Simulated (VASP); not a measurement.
# LiBr (Fm-3m) in VASP: a series of runs, part 2 of 2

VASP 6.6.1.

## Step 4: Single point, r2SCAN (19.95 Å³/atom)

This run uses another cell than the first one, of 19.95 Å³/atom.

POSCAR

```
LiBr
1.0
    0.0000000000      2.7120470351      2.7120470351
    2.7120470351      0.0000000000      2.7120470351
    2.7120470351      2.7120470351      0.0000000000
Li Br
1 1
Direct
    0.0000000000      0.0000000000      0.0000000000
    0.5000000000      0.5000000000      0.5000000000
```

INCAR.step1

```
ALGO = Normal
EDIFF = 1E-5
ENCUT = 830
GGA = PE
GGA_COMPAT = False
ISMEAR = 0
LASPH = True
LCHARG = False
LREAL = False
LWAVE = True
NBANDS = 12
NELM = 120
PREC = Accurate
SIGMA = 0.02
```

INCAR.step2

```
ALGO = Normal
EDIFF = 1E-6
ENCUT = 830
GGA_COMPAT = False
ISIF = 2
ISMEAR = 0
ISTART = 1
LASPH = True
LCHARG = False
LMIXTAU = True
LREAL = False
LWAVE = False
METAGGA = R2SCAN
NBANDS = 12
NELM = 120
PREC = Accurate
SIGMA = 0.02
```

KPOINTS

```
k-points
0
Gamma
  8 8 8
```

Potentials or basis: VASP PAW PBE potentials, release 64 (Li_sv, Br).

Command:

```bash
$ cat potpaw_PBE.64/Li_sv/POTCAR potpaw_PBE.64/Br/POTCAR > POTCAR
$ cp INCAR.step1 INCAR
$ mpirun -np 1 vasp_std > vasp.out
$ cp INCAR.step2 INCAR
$ mpirun -np 1 vasp_std > vasp.out
```

OUTCAR:

```text
EDIFF = 1E-6
   ENCUT = 830
   ISIF = 2
   ISMEAR = 0
   ISTART = 1
   LASPH = True
   LREAL = False
   METAGGA = R2SCAN
   NELM = 120
   PREC = Accurate

 ion  position               nearest neighbor table
   1  0.000  0.000  0.000-
   2  0.500  0.500  0.500-

  LATTYP: Found a face centered cubic cell.
 ALAT       =     5.4240940702

  Lattice vectors:

 A1 = (   0.0000000000,   2.7120470351,   2.7120470351)
 A2 = (   2.7120470351,   0.0000000000,   2.7120470351)
 A3 = (   2.7120470351,   2.7120470351,   0.0000000000)

Analysis of symmetry for initial positions (statically):
=====================================================================
 Subroutine PRICEL returns:
 Original cell was already a primitive cell.

 Routine SETGRP: Setting up the symmetry group for a
 face centered cubic supercell.

 Subroutine GETGRP returns: Found 48 space group operations
 (whereof 48 operations were pure point group operations)
 out of a pool of 48 trial point group operations.

The static configuration has the point symmetry O_h .
[... 170 lines left out ...]
      1     -45.4473      2.00000
      2     -13.8172      2.00000
      3       0.2353      2.00000
      4       0.2353      2.00000
      5       0.2353      2.00000
      6       6.3222      0.00000
      7      11.4830      0.00000
      8      11.4830      0.00000
      9      11.4830      0.00000
     10      13.8821      0.00000
     11      13.8821      0.00000
     12      13.8821      0.00000
[... 331 lines left out ...]
 k-point    24 :      -0.3750    0.2500    0.1250
  band No.  band energies     occupation
      1     -45.4459      2.00000
      2     -13.1637      2.00000
      3      -2.5480      2.00000
      4      -1.2128      2.00000
      5      -0.4313      2.00000
      6       8.1492      0.00000
      7       8.9850      0.00000
      8      10.3860      0.00000
      9      12.1146      0.00000
     10      14.9313      0.00000
     11      15.6372      0.00000
     12      18.0199      0.00000

 [... further k-points ...]

------------------------ aborting loop because EDIFF is reached ----------------------------------------

  FORCE on cell =-STRESS in cart. coord.  units (eV):
  Direction    XX          YY          ZZ          XY          YZ          ZX
  --------------------------------------------------------------------------------------
  -------------------------------------------------------------------------------------
  Total        0.1226398      0.1226398      0.1226398      0.0000000     -0.0000000      0.0000000
  in kB        4.9251585      4.9251585      4.9251585      0.0000000     -0.0000000      0.0000000
  external PRESSURE =       4.9251585 kB  Pullay stress =       0.0000000 kB

 VOLUME and BASIS-vectors are now :
 -----------------------------------------------------------------------------
  energy-cutoff  :      830.00
  volume of cell :       39.90
      direct lattice vectors                 reciprocal lattice vectors
     0.000000000  2.712047035  2.712047035    -0.184362584  0.184362584  0.184362584
     2.712047035  0.000000000  2.712047035     0.184362584 -0.184362584  0.184362584
     2.712047035  2.712047035  0.000000000     0.184362584  0.184362584 -0.184362584

 POSITION                                       TOTAL-FORCE (eV/Angst)
 -----------------------------------------------------------------------------------
      0.00000      0.00000      0.00000         0.000000      0.000000      0.000000
      2.71205      2.71205      2.71205        -0.000000     -0.000000     -0.000000
 -----------------------------------------------------------------------------------
    total drift:                                0.000000      0.000000      0.000000

  FREE ENERGIE OF THE ION-ELECTRON SYSTEM (eV)
  ---------------------------------------------------
  free  energy   TOTEN  =       -19.1515693398 eV

  energy  without entropy=      -19.1515693398  energy(sigma->0) =      -19.15156934
```

OUTCAR.step1:

```text
EDIFF = 1E-5
   ENCUT = 830
   GGA = PE
   ISMEAR = 0
   LASPH = True
[... 580 lines left out ...]
 -----------------------------------------------------------------------------------
      0.00000      0.00000      0.00000         0.000000      0.000000      0.000000
      2.71205      2.71205      2.71205        -0.000000     -0.000000      0.000000
 -----------------------------------------------------------------------------------
    total drift:                                0.000000      0.000000      0.000000

  FREE ENERGIE OF THE ION-ELECTRON SYSTEM (eV)
  ---------------------------------------------------
  free  energy   TOTEN  =        -6.6334326288 eV

  energy  without entropy=       -6.6334326288  energy(sigma->0) =       -6.63343263
```

It took 3.5 min on 1 thread of Intel Xeon 8259CL, shared host; peak memory 0.23 GiB.

What came out:

```
Free energy            : -19.1516 eV
Pressure               : 0.5 GPa
Band gap on the k mesh : 6.09 eV
```

Caveat: the PAW data sets were made with another functional, which shifts forces and pressure a little. r2SCAN opens gaps a little over a GGA but as a rule still falls short of measured ones.

## Step 5: The runs side by side

```tsv
cell	k mesh	smearing	gap on the mesh (eV)	pressure (GPa)
a = 3.890 Å, angles 60.0°, 2 atoms	6 × 6 × 6	gaussian 0.1 eV	5.87	-0.7
a = 3.795 Å, angles 60.0°, 2 atoms	8 × 8 × 8	gaussian 0.02 eV	6.26	1.7
a = 3.835 Å, angles 60.0°, 2 atoms	8 × 8 × 8	gaussian 0.02 eV	6.09	0.5
```

Alike in all rows: task single point; level r2SCAN; potentials or basis VASP PAW PBE potentials, release 64 (Li_sv, Br); no spin polarisation; cutoff (eV) 830.

Caveats: the PAW data sets were made with another functional, which shifts forces and pressure a little.

Absolute energies hang on the potentials; compare differences alone.
